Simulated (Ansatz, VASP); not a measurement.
W: VASP beside Ansatz

```
CELL_PARAMETERS angstrom
-1.59730 1.59730 1.59730
1.59730 -1.59730 1.59730
1.59730 1.59730 -1.59730
ATOMIC_POSITIONS crystal
W 0.00000 0.00000 0.00000
```

Alike in both runs: task single point; functional PBE; k mesh 20 × 20 × 20; occupations fermi-dirac, width 0.4 eV; no spin polarisation.

```csv
,VASP,Ansatz
version,VASP 6.6.1,Ansatz 0.2.0
potentials or method,"VASP PAW PBE potentials, release 64 (W_sv), cutoff 520 eV","scalar-relativistic, plane waves, PAW"
valence electrons in the cell,14,14
```

VASP gave:

```
gap on the k mesh at the Fermi level (eV) : none
pressure (GPa)                            : -1.3
```

Problem. Which values does Ansatz return?

Solution. gap on the k mesh at the Fermi level (eV): none; pressure (GPa): -1.7.

A gap of «none» marks a metal or a gap that the smearing closes.

Neither program's run includes spin-orbit coupling.
